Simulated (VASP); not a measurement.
# Pt (Fm-3m) in VASP: further runs, part 2 of 2

VASP 6.6.1. Earlier steps stand in the parts before.

## (3) Single point, PBE

This run uses another cell than the first one, of 15.64 Å³/atom.

INCAR reads:

```
  PREC = Accurate
  ENCUT = 500
  EDIFF = 1E-6
  ISMEAR = 0
  SIGMA = 0.1
  LREAL = False
  LASPH = True
  NELM = 120
  ALGO = Normal
  ISIF = 2
  LWAVE = False
  LCHARG = False
  GGA = PE
  NBANDS = 11
  GGA_COMPAT = False
```

KPOINTS reads:

```
regular mesh
0
Gamma
  18 18 18
```

POSCAR reads:

```
Pt
1.0
    0.0000000000      1.9849662360      1.9849662360
    1.9849662360      0.0000000000      1.9849662360
    1.9849662360      1.9849662360      0.0000000000
Pt
1
Direct
    0.0000000000      0.0000000000      0.0000000000
```

Potentials or basis: VASP PAW PBE potentials, release 64 (Pt).

Command:

```console
cat potpaw_PBE.64/Pt/POTCAR > POTCAR
mpirun -np 1 vasp_std > vasp.out
```

OUTCAR:

```text
PREC = Accurate
   ENCUT = 500
   EDIFF = 1E-6
   ISMEAR = 0
   LREAL = False
   LASPH = True
   NELM = 120
   ISIF = 2
   GGA = PE

 ion  position               nearest neighbor table
   1  0.000  0.000  0.000-

  LATTYP: Found a face centered cubic cell.
 ALAT       =     3.9699324720

  Lattice vectors:

 A1 = (   0.0000000000,   1.9849662360,   1.9849662360)
 A2 = (   1.9849662360,   0.0000000000,   1.9849662360)
 A3 = (   1.9849662360,   1.9849662360,   0.0000000000)

Analysis of symmetry for initial positions (statically):
=====================================================================
 Subroutine PRICEL returns:
 Original cell was already a primitive cell.

 Routine SETGRP: Setting up the symmetry group for a
 face centered cubic supercell.

 Subroutine GETGRP returns: Found 48 space group operations
 (whereof 48 operations were pure point group operations)
 out of a pool of 48 trial point group operations.

The static configuration has the point symmetry O_h .

Analysis of symmetry for dynamics (positions and initial velocities):
=====================================================================
 Subroutine PRICEL returns:
 Original cell was already a primitive cell.

 Routine SETGRP: Setting up the symmetry group for a
 face centered cubic supercell.

 Subroutine GETGRP returns: Found 48 space group operations
 (whereof 48 operations were pure point group operations)
 out of a pool of 48 trial point group operations.

The dynamic configuration has the point symmetry O_h .

 Subroutine INISYM returns: Found 48 space group operations
 (whereof 48 operations are pure point group operations),
 and found     1 'primitive' translations

----------------------------------------------------------------------------------------

                                     Primitive cell
[... 112 lines left out ...]
  Thomas-Fermi vector in A             =   2.532268
   LORBIT       =      0    0 simple, 1 ext, 2 COOP (PROOUT), +10 PAW based schemes
   GGA     = PE    functional components
   LHFCALC =     F    Hartree Fock is set to
   AEXX    =    0.0000 exact exchange contribution
   IVDW    =     0    specifies the selected vdW correction
   LEPSILON=     F    determine dielectric tensor
   LRPA    =     F    only Hartree local field effects (RPA)
 non-spin polarized calculation
 Gauss-broadening in eV      SIGMA  =   0.10
  energy-cutoff  :      500.00
  volume of cell :       15.64
 maximum number of plane-waves:       411
   NGX = 11   NGY = 11   NGZ = 11

 number of electron      10.0000002 magnetization

 Free energy of the ion-electron system (eV)
  ---------------------------------------------------
  ext. energy  EPLUGINS =         0.00000000
  ---------------------------------------------------
  free energy    TOTEN  =        -6.09996676 eV

  energy without entropy =       -6.08869408  energy(sigma->0) =       -6.09433042

 E-fermi :  10.5760     XC(G=0): -13.2723

 val. band max:       10.5756575777   @ k =  -0.3333   0.3889   0.1111
 cond. band min:      10.5866024936   @ k =   0.4444   0.1111   0.0000
 fundamental gap:      0.0109449159
 Fermi energy:        10.5759897184

 k-point     1 :       0.0000    0.0000    0.0000
  band No.  band energies     occupation
      1       0.7646      2.00000
      2       7.0053      2.00000
      3       7.0053      2.00000
      4       7.0053      2.00000
      5       9.0335      2.00000
      6       9.0335      2.00000
      7      25.3115      0.00000
      8      30.0716      0.00000
      9      30.0716      0.00000
     10      30.0716      0.00000
     11      35.2842      0.00000
[... 309 lines left out ...]
 k-point    24 :      -0.2222    0.0556    0.0000
  band No.  band energies     occupation
      1       2.7517      2.00000
      2       6.5447      2.00000
      3       7.3779      2.00000
      4       7.4413      2.00000
      5       8.8583      2.00000
      6       9.4968      2.00000
      7      24.0556      0.00000
      8      27.0444      0.00000
      9      31.2591      0.00000
     10      32.7731      0.00000
     11      33.9765      0.00000

 [... further k-points ...]

------------------------ aborting loop because EDIFF is reached ----------------------------------------

  FORCE on cell =-STRESS in cart. coord.  units (eV):
  Direction    XX          YY          ZZ          XY          YZ          ZX
  --------------------------------------------------------------------------------------
  -------------------------------------------------------------------------------------
  Total       -0.0429592     -0.0429592     -0.0429592      0.0000000      0.0000000      0.0000000
  in kB       -4.4002524     -4.4002524     -4.4002524      0.0000000      0.0000000      0.0000000
  external PRESSURE =      -4.4002524 kB  Pullay stress =       0.0000000 kB

 VOLUME and BASIS-vectors are now :
 -----------------------------------------------------------------------------
  energy-cutoff  :      500.00
  volume of cell :       15.64
      direct lattice vectors                 reciprocal lattice vectors
     0.000000000  1.984966236  1.984966236    -0.251893453  0.251893453  0.251893453
     1.984966236  0.000000000  1.984966236     0.251893453 -0.251893453  0.251893453
     1.984966236  1.984966236  0.000000000     0.251893453  0.251893453 -0.251893453

 POSITION                                       TOTAL-FORCE (eV/Angst)
 -----------------------------------------------------------------------------------
      0.00000      0.00000      0.00000        -0.000000      0.000000      0.000000
 -----------------------------------------------------------------------------------
    total drift:                                0.000000      0.000000      0.000000

  FREE ENERGIE OF THE ION-ELECTRON SYSTEM (eV)
  ---------------------------------------------------
  free  energy   TOTEN  =        -6.0999667578 eV

  energy  without entropy=       -6.0886940796  energy(sigma->0) =       -6.09433042
```

stdout:

```text
POSCAR found type information on POSCAR Pt
 POSCAR found :  1 types and       1 ions
 scaLAPACK will be used
 LDA part: xc-table for (Slater+PW92), standard interpolation
 POSCAR, INCAR and KPOINTS ok, starting setup
 FFT: planning ... GRIDC
 FFT: planning ... GRID_SOFT
 FFT: planning ... GRID
 WAVECAR not read
 entering main loop
```

It took 8.9 s on 1 thread of Intel Xeon 6975P-C (Granite Rapids), shared host; peak memory 0.15 GiB.

Results:

```
Free energy            : -6.1000 eV
Pressure               : -0.4 GPa
Band gap on the k mesh : zero (bands 5 and 6 overlap by 2.09 eV)
```

Caveat: spin-orbit coupling is left out, which moves the levels of the heavy elements.

## (4) Relaxation of cell and atoms, PBE

INCAR reads:

```
SYSTEM = Pt
PREC = Accurate ; ENCUT = 500
EDIFF = 1E-7 ; ISMEAR = 0
SIGMA = 0.1 ; LREAL = .FALSE.
LASPH = .TRUE. ; NELM = 120
ALGO = Normal ; ISIF = 3
LWAVE = .FALSE. ; LCHARG = .FALSE.
GGA = PE ; IBRION = 2
NSW = 100 ; EDIFFG = -0.002
GGA_COMPAT = .FALSE. ; NELMIN = 4
```

KPOINTS reads:

```
Automatic mesh
0
G
  18 18 18
  0 0 0
```

POSCAR reads:

```
Pt
1.0
    0.0000000000      1.9836070080      1.9836070080
    1.9836070080      0.0000000000      1.9836070080
    1.9836070080      1.9836070080      0.0000000000
Pt
1
Direct
    0.0000000000      0.0000000000      0.0000000000
```

Potentials or basis: VASP PAW PBE potentials, release 64 (Pt).

Command:

```console
cat potpaw_PBE.64/Pt/POTCAR > POTCAR
mpirun -np 1 vasp_std > vasp.out
```

OUTCAR:

```text
SYSTEM = Pt
   PREC = Accurate
   ENCUT = 500
   EDIFF = 1E-7
   ISMEAR = 0
   LREAL = .FALSE.
   LASPH = .TRUE.
   NELM = 120
   ISIF = 3
   GGA = PE
   IBRION = 2
   NSW = 100
   EDIFFG = -0.002
   NELMIN = 4

 ion  position               nearest neighbor table
   1  0.000  0.000  0.000-

  LATTYP: Found a face centered cubic cell.
 ALAT       =     3.9672140160

  Lattice vectors:

 A1 = (   0.0000000000,   1.9836070080,   1.9836070080)
 A2 = (   1.9836070080,   0.0000000000,   1.9836070080)
 A3 = (   1.9836070080,   1.9836070080,   0.0000000000)

Analysis of symmetry for initial positions (statically):
=====================================================================
 Subroutine PRICEL returns:
 Original cell was already a primitive cell.

 Routine SETGRP: Setting up the symmetry group for a
 face centered cubic supercell.

 Subroutine GETGRP returns: Found 48 space group operations
 (whereof 48 operations were pure point group operations)
 out of a pool of 48 trial point group operations.

The static configuration has the point symmetry O_h .

Analysis of symmetry for dynamics (positions and initial velocities):
=====================================================================
 Subroutine PRICEL returns:
 Original cell was already a primitive cell.

 Routine SETGRP: Setting up the symmetry group for a
 face centered cubic supercell.

 Subroutine GETGRP returns: Found 48 space group operations
 (whereof 48 operations were pure point group operations)
 out of a pool of 48 trial point group operations.

The dynamic configuration has the point symmetry O_h .

 Subroutine INISYM returns: Found 48 space group operations
 (whereof 48 operations are pure point group operations),
 and found     1 'primitive' translations

----------------------------------------------------------------------------------------

                                     Primitive cell
[... 126 lines left out ...]
   NGX = 11   NGY = 11   NGZ = 11

--------------------------------------- Ionic step        1  -------------------------------------------

 number of electron      10.0000002 magnetization

 Free energy of the ion-electron system (eV)
  ---------------------------------------------------
  ext. energy  EPLUGINS =         0.00000000
  ---------------------------------------------------
  free energy    TOTEN  =        -6.09998211 eV

  energy without entropy =       -6.08874363  energy(sigma->0) =       -6.09436287

------------------------ aborting loop because EDIFF is reached ----------------------------------------

  FORCE on cell =-STRESS in cart. coord.  units (eV):
  Direction    XX          YY          ZZ          XY          YZ          ZX
  --------------------------------------------------------------------------------------
  -------------------------------------------------------------------------------------
  Total        0.0064340      0.0064340      0.0064340      0.0000000      0.0000000      0.0000000
  in kB        0.6603818      0.6603818      0.6603818      0.0000000      0.0000000      0.0000000
  external PRESSURE =       0.6603818 kB  Pullay stress =       0.0000000 kB
[... 57 lines left out ...]
--------------------------------------- Ionic step        3  -------------------------------------------

 number of electron      10.0000002 magnetization

 Free energy of the ion-electron system (eV)
  ---------------------------------------------------
  ext. energy  EPLUGINS =         0.00000000
  ---------------------------------------------------
  free energy    TOTEN  =        -6.09998265 eV

  energy without entropy =       -6.08874070  energy(sigma->0) =       -6.09436168

 E-fermi :  10.6103     XC(G=0): -13.2834

 val. band max:       10.6100610448   @ k =  -0.3333   0.3889   0.1111
 cond. band min:      10.6211772628   @ k =   0.4444   0.1111   0.0000
 fundamental gap:      0.0111162180
 Fermi energy:        10.6103072654

 k-point     1 :       0.0000    0.0000    0.0000
  band No.  band energies     occupation
      1       0.7786      2.00000
      2       7.0288      2.00000
      3       7.0288      2.00000
      4       7.0288      2.00000
      5       9.0632      2.00000
      6       9.0632      2.00000
      7      25.3413      0.00000
      8      30.1117      0.00000
      9      30.1117      0.00000
[... 265 lines left out ...]
 k-point    24 :      -0.2222    0.0556    0.0000
  band No.  band energies     occupation
      1       2.7685      2.00000
      2       6.5666      2.00000
      3       7.4023      2.00000
      4       7.4659      2.00000
      5       8.8870      2.00000
      6       9.5277      2.00000
      7      24.1009      0.00000
      8      27.0825      0.00000
      9      31.3130      0.00000

 [... further k-points ...]

------------------------ aborting loop because EDIFF is reached ----------------------------------------

  FORCE on cell =-STRESS in cart. coord.  units (eV):
  Direction    XX          YY          ZZ          XY          YZ          ZX
  --------------------------------------------------------------------------------------
  -------------------------------------------------------------------------------------
  Total        0.0011138      0.0011138      0.0011138      0.0000000      0.0000000      0.0000000
  in kB        0.1143001      0.1143001      0.1143001      0.0000000      0.0000000      0.0000000
  external PRESSURE =       0.1143001 kB  Pullay stress =       0.0000000 kB
[... 16 lines left out ...]
  FREE ENERGIE OF THE ION-ELECTRON SYSTEM (eV)
  ---------------------------------------------------
  free  energy   TOTEN  =        -6.0999826536 eV

  energy  without entropy=       -6.0887406964  energy(sigma->0) =       -6.09436168

 reached required accuracy - stopping structural energy minimisation
```

Run time: 14 s. Hardware: 1 thread of Intel Xeon 6975P-C (Granite Rapids), shared host; peak memory 0.15 GiB.

Results:

```yaml
Free_energy: -6.1000 eV
Relaxed_volume: 15.61 Å³/atom
Relaxed_cell: a = 2.805 Å, b = 2.805 Å, c = 2.805 Å, α = 60.00°, β = 60.00°, γ = 60.00°
Space_group_after_relaxing_to_0.1_Å: Fm-3m (No. 225)
Energy_gained_by_relaxing: 0.0 meV/atom
Ionic_steps: 3
Pressure_after_relaxing: 0.0 GPa
Band_gap_on_the_k_mesh: zero (bands 5 and 6 overlap by 2.10 eV)
```

Final structure:
```cif
data_structure
_symmetry_space_group_name_H-M 'P 1'
_symmetry_Int_Tables_number 1
_cell_length_a 2.8054
_cell_length_b 2.8054
_cell_length_c 2.8054
_cell_angle_alpha 60.000
_cell_angle_beta 60.000
_cell_angle_gamma 60.000
_cell_volume 15.61
loop_
_atom_site_label
_atom_site_type_symbol
_atom_site_fract_x
_atom_site_fract_y
_atom_site_fract_z
_atom_site_occupancy
Pt1 Pt 0.00000 0.00000 0.00000 1
```

Levels at points of the mesh, in eV from the Fermi level:
```csv
k point,band 3,band 4,band 5,band 6,band 7,band 8
"(0.00, 0.00, 0.00)",-3.58,-3.58,-1.55,-1.55,14.73,19.50
"(0.50, 0.00, 0.00)",-3.64,-0.33,0.03,0.03,5.58,14.29
"(0.50, 0.50, 0.00)",0.00,0.45,0.45,1.85,8.51,11.28
```

Caveat: spin-orbit coupling is left out, which moves the levels of the heavy elements.

## (5) Overview

| task | cell | k mesh | gap on the mesh (eV) | pressure (GPa) |
| --- | --- | --- | --- | --- |
| single point | a = 2.805 Å, angles 60.0°, 1 atom | 8 × 8 × 8 | none | -0.6 |
| single point | a = 2.807 Å, angles 60.0°, 1 atom | 18 × 18 × 18 | none | -0.4 |
| relaxation of cell and atoms | relaxed from a = 2.805 Å, angles 60.0°, 1 atom | 18 × 18 × 18 | none | 0.0 |

Alike in all rows: level PBE; potentials or basis VASP PAW PBE potentials, release 64 (Pt); no spin polarisation; cutoff (eV) 500; smearing gaussian 0.1 eV.

Caveats: spin-orbit coupling is left out, which moves the levels of the heavy elements.

Total energies depend on the potentials used, so only differences within one code and one set of settings carry meaning.
